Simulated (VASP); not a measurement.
# Sb5Se (F-43m) in VASP: notebook

Runs on Sb5Se. Level: PBE. Tasks: single point, relaxation of cell and atoms.

All numbers are computed with VASP 6.6.1; they aren't measurements. Logs are shortened: lines on timing, memory, paths and dates and some standing lists are left out, and cuts for length are marked.

## Step 1: The cell of the first run

It takes space group F-43m (No. 216, cubic). The conventional cell has a = 8.764 Å, b = 8.764 Å, c = 8.764 Å, α = 90.00°, β = 90.00°, γ = 90.00°. Sb (site symmetry -43m) has 12 Sb at 3.64 Å and 4 Se at 3.80 Å within 4.8 Å. Sb (site symmetry 3m) has 9 Sb at 3.05 to 3.64 Å and 3 Se at 3.63 Å within 4.0 Å. Se (site symmetry -43m) has 16 Sb at 3.63 to 3.80 Å within 4.8 Å.

The cell was generated, and may not be a known phase.

## Step 2: Single point, PBE

The input, INCAR:

```
PREC = Accurate
ENCUT = 520
EDIFF = 1E-6
ISMEAR = 0
SIGMA = 0.1
LREAL = False
LASPH = True
NELM = 100
ALGO = Normal
ISIF = 2
LWAVE = False
LCHARG = False
GGA = PE
NBANDS = 24
```

The input, KPOINTS:

```
Automatic mesh
0
Gamma
  8 8 8
```

The input, POSCAR:

```
Sb5Se
1.0
    0.0000000000      4.3821887564      4.3821887564
    4.3821887564      0.0000000000      4.3821887564
    4.3821887564      4.3821887564      0.0000000000
Sb Se
5 1
Direct
    0.7500000000      0.7500000000      0.7500000000
    0.3730900849      0.3730900849      0.8807297453
    0.3730900849      0.8807297453      0.3730900849
    0.3730900849      0.3730900849      0.3730900849
    0.8807297453      0.3730900849      0.3730900849
    0.0000000000      0.0000000000      0.0000000000
```

Potentials or basis: VASP PAW PBE potentials, release 64 (Sb, Se).

Launch:

```console
> cat potpaw_PBE.64/Sb/POTCAR potpaw_PBE.64/Se/POTCAR > POTCAR
> mpirun -np 1 vasp_std > vasp.out
```

OUTCAR:

```text
PREC = Accurate
   ENCUT = 520
   EDIFF = 1E-6
   ISMEAR = 0
   LREAL = False
   LASPH = True
   NELM = 100
   ISIF = 2
   GGA = PE

 ion  position               nearest neighbor table
   1  0.750  0.750  0.750-   2 3.64   3 3.64   4 3.64   2 3.64   4 3.64   5 3.64   3 3.64   4 3.64
                             5 3.64   2 3.64   3 3.64   5 3.64
   2  0.373  0.373  0.881-   3 3.05   4 3.05   5 3.05   3 3.15   5 3.15   4 3.15   1 3.64   1 3.64
                             1 3.64
   3  0.373  0.881  0.373-   2 3.05   4 3.05   5 3.05   5 3.15   2 3.15   4 3.15   1 3.64   1 3.64
                             1 3.64
   4  0.373  0.373  0.373-   2 3.05   3 3.05   5 3.05   5 3.15   3 3.15   2 3.15   1 3.64   1 3.64
                             1 3.64
   5  0.881  0.373  0.373-   2 3.05   3 3.05   4 3.05   3 3.15   2 3.15   4 3.15   1 3.64   1 3.64
                             1 3.64
   6  0.000  0.000  0.000-

  LATTYP: Found a face centered cubic cell.
 ALAT       =     8.7643775128

  Lattice vectors:

 A1 = (   0.0000000000,   4.3821887564,   4.3821887564)
 A2 = (   4.3821887564,   0.0000000000,   4.3821887564)
 A3 = (   4.3821887564,   4.3821887564,   0.0000000000)

Analysis of symmetry for initial positions (statically):
=====================================================================
 Subroutine PRICEL returns:
 Original cell was already a primitive cell.

 Routine SETGRP: Setting up the symmetry group for a
 face centered cubic supercell.

 Subroutine GETGRP returns: Found 24 space group operations
 (whereof 24 operations were pure point group operations)
 out of a pool of 48 trial point group operations.

The static configuration has the point symmetry T_d .

Analysis of symmetry for dynamics (positions and initial velocities):
=====================================================================
 Subroutine PRICEL returns:
 Original cell was already a primitive cell.

 Routine SETGRP: Setting up the symmetry group for a
 face centered cubic supercell.

 Subroutine GETGRP returns: Found 24 space group operations
 (whereof 24 operations were pure point group operations)
 out of a pool of 48 trial point group operations.

The dynamic configuration has the point symmetry T_d .

 Subroutine INISYM returns: Found 24 space group operations
 (whereof 24 operations are pure point group operations),
 and found     1 'primitive' translations

----------------------------------------------------------------------------------------

                                     Primitive cell
[... 98 lines left out ...]
   NELM   =    100;   NELMIN=  2; NELMDL= -5     # of ELM steps
   EDIFF  = 0.1E-05   stopping-criterion for ELM
   LREAL  =      F    real-space projection
   EDIFFG = 0.1E-04   stopping-criterion for IOM
   NSW    =      0    number of steps for IOM
   IBRION =     -1    ionic relax: 0-MD 1-quasi-New 2-CG
   NFREE  =      0    steps in history (QN), initial steepest desc. (CG)
   ISIF   =      2    stress and relaxation
   ISYM   =      2    0-nonsym 1-usesym 2-fastsym
   POTIM  = 0.5000    time-step for ionic-motion
   TEBEG  =    0.0;   TEEND  =   0.0 temperature during run
   PSTRESS=    0.0 pullay stress
   NELECT =      31.0000    total number of electrons
   NUPDOWN=      -1.0000    fix difference up-down
   EMIN   =  10.00;   EMAX   =-10.00  energy-range for DOS
   EFERMI =   0.00;   METHOD = LEGACY
   ISMEAR =     0;   SIGMA  =   0.10  broadening in eV -4-tet -1-fermi 0-gaus
   EFERMI_NEDOS =   21; number of points for ismear=-14 and -15
   IALGO  =     38    algorithm
   IMIX   =      4    mixing-type and parameters
     AMIX     =   0.40;   BMIX     =  1.00
     AMIX_MAG =   1.60;   BMIX_MAG =  1.00
  volume/ion in A,a.u.               =      28.05       189.30
  Fermi-wavevector in a.u.,A,eV,Ry     =   0.931453  1.760191 11.804481  0.867605
  Thomas-Fermi vector in A             =   2.057948
   LORBIT       =      0    0 simple, 1 ext, 2 COOP (PROOUT), +10 PAW based schemes
   GGA     = PE    functional components
   LHFCALC =     F    Hartree Fock is set to
   AEXX    =    0.0000 exact exchange contribution
   IVDW    =     0    specifies the selected vdW correction
   LEPSILON=     F    determine dielectric tensor
   LRPA    =     F    only Hartree local field effects (RPA)
 non-spin polarized calculation
 Gauss-broadening in eV      SIGMA  =   0.10
  energy-cutoff  :      520.00
  volume of cell :      168.31
 maximum number of plane-waves:      4573
 NGX is ok and might be reduce to    48
   NGX = 23   NGY = 23   NGZ = 23

 number of electron      30.9999999 magnetization

 Free energy of the ion-electron system (eV)
  ---------------------------------------------------
  ext. energy  EPLUGINS =         0.00000000
  ---------------------------------------------------
  free energy    TOTEN  =       -21.41397515 eV

  energy without entropy =      -21.38180960  energy(sigma->0) =      -21.39789237

 E-fermi :   6.9461     XC(G=0):  -9.8606

 val. band max:        6.9396324879   @ k =   0.2500   0.1250   0.0000
 cond. band min:       6.9789464274   @ k =  -0.3750   0.3750   0.0000
 fundamental gap:      0.0393139395
 Fermi energy:         6.9460943012

 k-point     1 :       0.0000    0.0000    0.0000
  band No.  band energies     occupation
      1      -6.1296      2.00000
      2      -4.3189      2.00000
      3      -1.5047      2.00000
      4      -0.9475      2.00000
      5      -0.9475      2.00000
      6      -0.9475      2.00000
[... 637 lines left out ...]
     23      10.5073      0.00000
     24      10.9341      0.00000

 [... further k-points ...]
[... 5 lines left out ...]
  --------------------------------------------------------------------------------------
  -------------------------------------------------------------------------------------
  Total       -0.0878428     -0.0878428     -0.0878428      0.0000000      0.0000000     -0.0000000
  in kB       -0.8362066     -0.8362066     -0.8362066      0.0000000      0.0000000     -0.0000000
  external PRESSURE =      -0.8362066 kB  Pullay stress =       0.0000000 kB

 VOLUME and BASIS-vectors are now :
 -----------------------------------------------------------------------------
  energy-cutoff  :      520.00
  volume of cell :      168.31
      direct lattice vectors                 reciprocal lattice vectors
     0.000000000  4.382188756  4.382188756    -0.114098234  0.114098234  0.114098234
     4.382188756  0.000000000  4.382188756     0.114098234 -0.114098234  0.114098234
     4.382188756  4.382188756  0.000000000     0.114098234  0.114098234 -0.114098234

 POSITION                                       TOTAL-FORCE (eV/Angst)
 -----------------------------------------------------------------------------------
      6.57328      6.57328      6.57328         0.000000     -0.000000      0.000000
      5.49448      5.49448      3.26990        -0.002738     -0.002738      0.002738
      5.49448      3.26990      5.49448        -0.002738      0.002738     -0.002738
      3.26990      3.26990      3.26990         0.002738      0.002738      0.002738
      3.26990      5.49448      5.49448         0.002738     -0.002738     -0.002738
      0.00000      0.00000      0.00000         0.000000     -0.000000      0.000000
 -----------------------------------------------------------------------------------
    total drift:                                0.000000      0.000000      0.000000

  FREE ENERGIE OF THE ION-ELECTRON SYSTEM (eV)
  ---------------------------------------------------
  free  energy   TOTEN  =       -21.4139751509 eV

  energy  without entropy=      -21.3818095973  energy(sigma->0) =      -21.39789237
```

OSZICAR:

```text
N       E                     dE             d eps       ncg     rms          rms(c)
DAV:   1     0.144905197962E+03    0.14491E+03   -0.10461E+04  1392   0.103E+03
DAV:   2    -0.100560295120E+02   -0.15496E+03   -0.14747E+03  1680   0.168E+02
DAV:   3    -0.217392470807E+02   -0.11683E+02   -0.11143E+02  1824   0.487E+01
DAV:   4    -0.219257304696E+02   -0.18648E+00   -0.18601E+00  1480   0.694E+00
DAV:   5    -0.219276588944E+02   -0.19284E-02   -0.19283E-02  1816   0.862E-01    0.508E+00
DAV:   6    -0.215179147553E+02    0.40974E+00   -0.25700E+00  1904   0.599E+00    0.335E+00
DAV:   7    -0.214183323644E+02    0.99582E-01   -0.48325E-01  1576   0.294E+00    0.176E+00
DAV:   8    -0.214136161987E+02    0.47162E-02   -0.96724E-02  1464   0.142E+00    0.250E-01
DAV:   9    -0.214137702620E+02   -0.15406E-03   -0.32313E-03  1688   0.256E-01    0.160E-01
DAV:  10    -0.214140025682E+02   -0.23231E-03   -0.54559E-04  1616   0.120E-01    0.425E-02
DAV:  11    -0.214139759968E+02    0.26571E-04   -0.83851E-05  1696   0.468E-02    0.132E-02
DAV:  12    -0.214139765601E+02   -0.56327E-06   -0.16358E-05  1536   0.209E-02    0.983E-03
DAV:  13    -0.214139754642E+02    0.10959E-05   -0.10262E-06   808   0.469E-03    0.408E-03
DAV:  14    -0.214139751509E+02    0.31330E-06   -0.42322E-07   768   0.363E-03
   1 F= -.21413975E+02 E0= -.21397892E+02  d E =-.321656E-01
```

stdout:

```text
POSCAR found type information on POSCAR SbSe
 POSCAR found :  2 types and       6 ions
 scaLAPACK will be used
 LDA part: xc-table for (Slater+PW92), standard interpolation
 POSCAR, INCAR and KPOINTS ok, starting setup
 FFT: planning ... GRIDC
 FFT: planning ... GRID_SOFT
 FFT: planning ... GRID
 WAVECAR not read
 entering main loop
```

Wall time 95 s (1 thread of Intel Xeon 8259CL, shared host); peak memory 0.37 GiB.

What came out:

```yaml
Free_energy: -21.4140 eV
Pressure: -0.1 GPa
Largest_force: 0.005 eV/Å
Band_gap_on_the_k_mesh: zero (an odd number of electrons rules out a gap without spin polarisation)
```

Forces on the atoms (eV/Å):
```
Sb   0.000  0.000  0.000
Sb  -0.003 -0.003  0.003
Sb  -0.003  0.003 -0.003
Sb   0.003  0.003  0.003
Sb   0.003 -0.003 -0.003
Se   0.000  0.000  0.000
```

Levels at points of the mesh, in eV from the Fermi level:
```csv
k point,band 14,band 15,band 16,band 17,band 18,band 19
"(0.00, 0.00, 0.00)",-2.28,-2.28,1.06,1.06,1.06,3.64
"(0.50, 0.00, 0.00)",-1.25,-0.35,-0.18,0.74,0.76,0.76
"(0.50, 0.50, 0.00)",-0.77,-0.62,-0.31,-0.07,-0.02,-0.02
```

Caveat: spin-orbit coupling is left out, which moves the levels of the heavy elements.

## Step 3: Relaxation of cell and atoms, PBE

This run uses another cell than the first one, of 28.20 Å³/atom.

The input, INCAR:

```
SYSTEM = Sb5Se
PREC     = Accurate       ! precision mode
ENCUT    = 600            ! plane-wave cutoff, eV
EDIFF    = 1E-6           ! SCF threshold, eV
ISMEAR   = 0              ! smearing method
SIGMA    = 0.1            ! smearing width, eV
LREAL    = .False.        ! projectors in reciprocal space
LASPH    = .True.         ! aspherical terms in the spheres
NELM     = 60             ! most SCF steps
ALGO     = Normal         ! electronic algorithm
ISIF     = 3              ! what is computed and relaxed
LWAVE    = .False.        ! write WAVECAR
LCHARG   = .False.        ! write CHGCAR
GGA      = PE             ! functional
IBRION   = 2              ! ionic algorithm
NSW      = 100            ! ionic steps
EDIFFG   = -0.01          ! ionic threshold
```

The input, KPOINTS:

```
regular mesh
0
Gamma
  8 8 8
  0 0 0
```

The input, POSCAR:

```
Sb5Se
1.0
    0.0000000000      4.3898397573      4.3898397573
    4.3898397573      0.0000000000      4.3898397573
    4.3898397573      4.3898397573      0.0000000000
Sb Se
5 1
Direct
    0.7500000000      0.7500000000      0.7500000000
    0.3741557409      0.3741557409      0.8775327773
    0.3741557409      0.8775327773      0.3741557409
    0.3741557409      0.3741557409      0.3741557409
    0.8775327773      0.3741557409      0.3741557409
    0.0000000000      0.0000000000      0.0000000000
```

Potentials or basis: VASP PAW PBE potentials, release 64 (Sb, Se).

Launch:

```console
> cat potpaw_PBE.64/Sb/POTCAR potpaw_PBE.64/Se/POTCAR > POTCAR
> mpirun -np 1 vasp_std > vasp.out
```

OUTCAR:

```text
SYSTEM = Sb5Se
   PREC = Accurate
   ENCUT = 600
   EDIFF = 1E-6
   ISMEAR = 0
   LREAL = .False.
   LASPH = .True.
   NELM = 60
   ISIF = 3
   GGA = PE
   IBRION = 2
   NSW = 100
   EDIFFG = -0.01

 ion  position               nearest neighbor table
   1  0.750  0.750  0.750-   2 3.64   3 3.64   4 3.64   2 3.64   4 3.64   5 3.64   3 3.64   4 3.64
                             5 3.64   2 3.64   3 3.64   5 3.64
   2  0.374  0.374  0.878-   3 3.08   4 3.08   5 3.08   3 3.13   5 3.13   4 3.13   1 3.64   1 3.64
                             1 3.64
   3  0.374  0.878  0.374-   2 3.08   4 3.08   5 3.08   5 3.13   2 3.13   4 3.13   1 3.64   1 3.64
                             1 3.64
   4  0.374  0.374  0.374-   2 3.08   3 3.08   5 3.08   5 3.13   3 3.13   2 3.13   1 3.64   1 3.64
                             1 3.64
   5  0.878  0.374  0.374-   2 3.08   3 3.08   4 3.08   3 3.13   2 3.13   4 3.13   1 3.64   1 3.64
                             1 3.64
   6  0.000  0.000  0.000-

  LATTYP: Found a face centered cubic cell.
 ALAT       =     8.7796795146

  Lattice vectors:

 A1 = (   0.0000000000,   4.3898397573,   4.3898397573)
 A2 = (   4.3898397573,   0.0000000000,   4.3898397573)
 A3 = (   4.3898397573,   4.3898397573,   0.0000000000)

Analysis of symmetry for initial positions (statically):
=====================================================================
 Subroutine PRICEL returns:
 Original cell was already a primitive cell.

 Routine SETGRP: Setting up the symmetry group for a
 face centered cubic supercell.

 Subroutine GETGRP returns: Found 24 space group operations
 (whereof 24 operations were pure point group operations)
 out of a pool of 48 trial point group operations.

The static configuration has the point symmetry T_d .

Analysis of symmetry for dynamics (positions and initial velocities):
=====================================================================
 Subroutine PRICEL returns:
 Original cell was already a primitive cell.

 Routine SETGRP: Setting up the symmetry group for a
 face centered cubic supercell.

 Subroutine GETGRP returns: Found 24 space group operations
[... 136 lines left out ...]
   GGA     = PE    functional components
   LHFCALC =     F    Hartree Fock is set to
   AEXX    =    0.0000 exact exchange contribution
   IVDW    =     0    specifies the selected vdW correction
   LEPSILON=     F    determine dielectric tensor
   LRPA    =     F    only Hartree local field effects (RPA)
 conjugate gradient relaxation of ions
 non-spin polarized calculation
 Gauss-broadening in eV      SIGMA  =   0.10
  energy-cutoff  :      600.00
  volume of cell :      169.19
 maximum number of plane-waves:      5693
 NGX is ok and might be reduce to    50
   NGX = 25   NGY = 25   NGZ = 25

--------------------------------------- Ionic step        1  -------------------------------------------

 number of electron      31.0000000 magnetization

 Free energy of the ion-electron system (eV)
  ---------------------------------------------------
  ext. energy  EPLUGINS =         0.00000000
  ---------------------------------------------------
  free energy    TOTEN  =       -21.40823185 eV

  energy without entropy =      -21.37549379  energy(sigma->0) =      -21.39186282

------------------------ aborting loop because EDIFF is reached ----------------------------------------

  FORCE on cell =-STRESS in cart. coord.  units (eV):
  Direction    XX          YY          ZZ          XY          YZ          ZX
  --------------------------------------------------------------------------------------
  -------------------------------------------------------------------------------------
  Total       -0.4669904     -0.4669904     -0.4669904      0.0000000      0.0000000     -0.0000000
  in kB       -4.4222423     -4.4222423     -4.4222423      0.0000000      0.0000000     -0.0000000
  external PRESSURE =      -4.4222423 kB  Pullay stress =       0.0000000 kB
[... 187 lines left out ...]
--------------------------------------- Ionic step        6  -------------------------------------------

 number of electron      30.9999999 magnetization

 Free energy of the ion-electron system (eV)
  ---------------------------------------------------
  ext. energy  EPLUGINS =         0.00000000
  ---------------------------------------------------
  free energy    TOTEN  =       -21.41407484 eV

  energy without entropy =      -21.38207237  energy(sigma->0) =      -21.39807360

 E-fermi :   6.9710     XC(G=0):  -9.8696

 val. band max:        6.9639517883   @ k =   0.2500   0.1250   0.0000
 cond. band min:       7.0040192540   @ k =  -0.3750   0.3750   0.0000
 fundamental gap:      0.0400674657
 Fermi energy:         6.9709734870

 k-point     1 :       0.0000    0.0000    0.0000
  band No.  band energies     occupation
      1      -6.1187      2.00000
      2      -4.2984      2.00000
      3      -1.4802      2.00000
      4      -0.9229      2.00000
      5      -0.9229      2.00000
      6      -0.9229      2.00000
[... 505 lines left out ...]
      6      -0.8202      2.00000
[... 11 lines left out ...]
     18       7.7912      0.00000
     19       7.9772      0.00000

 [... further k-points ...]
[... 5 lines left out ...]
  --------------------------------------------------------------------------------------
  -------------------------------------------------------------------------------------
  Total        0.0225867      0.0225867      0.0225867      0.0000000     -0.0000000      0.0000000
  in kB        0.2154585      0.2154585      0.2154585      0.0000000     -0.0000000      0.0000000
  external PRESSURE =       0.2154585 kB  Pullay stress =       0.0000000 kB
[... 21 lines left out ...]
  FREE ENERGIE OF THE ION-ELECTRON SYSTEM (eV)
  ---------------------------------------------------
  free  energy   TOTEN  =       -21.4140748372 eV

  energy  without entropy=      -21.3820723698  energy(sigma->0) =      -21.39807360

 reached required accuracy - stopping structural energy minimisation
```

Run time: 4.7 min. Hardware: 1 thread of Intel Xeon 8259CL, shared host; peak memory 0.43 GiB.

What came out:

```
Free energy                           : -21.4141 eV
Relaxed volume                        : 27.99 Å³/atom
Relaxed cell                          : a = 6.193 Å, b = 6.193 Å, c = 6.193 Å, α = 60.00°, β = 60.00°, γ = 60.00°
Space group after relaxing (to 0.1 Å) : F-43m (No. 216)
Energy gained by relaxing             : 1.0 meV/atom
Ionic steps                           : 6
Pressure after relaxing               : 0.0 GPa
```

Forces on the atoms (eV/Å):
```
Sb   0.000  0.000  0.000
Sb  -0.002 -0.002  0.002
Sb  -0.002  0.002 -0.002
Sb   0.002  0.002  0.002
Sb   0.002 -0.002 -0.002
Se   0.000  0.000  0.000
```

Step by step:
| step | energy change (eV) | largest force (eV/Å) | pressure (GPa) | volume (Å³) |
| --- | --- | --- | --- | --- |
| 1 | 0.0000 | 0.1324 | -0.44 | 169.19 |
| 2 | -0.0042 | 0.0707 | 0.19 | 167.29 |
| 3 | -0.0042 | 0.0738 | 0.16 | 167.38 |
| 4 | -0.0055 | 0.0345 | 0.09 | 167.67 |
| 5 | -0.0058 | 0.0103 | 0.02 | 168.01 |
| 6 | -0.0058 | 0.0028 | 0.02 | 167.96 |

Final structure:
```
Sb Se
1.0
     0.00000    4.37915    4.37915
     4.37915    0.00000    4.37915
     4.37915    4.37915    0.00000
Sb Se
5 1
Direct
  0.75000 0.75000 0.75000
  0.37313 0.37313 0.88061
  0.37313 0.88061 0.37313
  0.37313 0.37313 0.37313
  0.88061 0.37313 0.37313
  0.00000 0.00000 0.00000
```

Levels at points of the mesh, in eV from the Fermi level:
| k point | band 14 | band 15 | band 16 | band 17 | band 18 | band 19 |
| --- | --- | --- | --- | --- | --- | --- |
| (0.00, 0.00, 0.00) | -2.29 | -2.29 | 1.06 | 1.06 | 1.06 | 3.65 |
| (0.50, 0.00, 0.00) | -1.25 | -0.35 | -0.18 | 0.74 | 0.77 | 0.77 |
| (0.50, 0.50, 0.00) | -0.77 | -0.62 | -0.32 | -0.07 | -0.02 | -0.02 |

Caveat: the highest band is partly filled, so the run has too few bands; spin-orbit coupling is left out, which moves the levels of the heavy elements.

The gap in the log of VASP goes by the Fermi energy; the results here count the filled bands.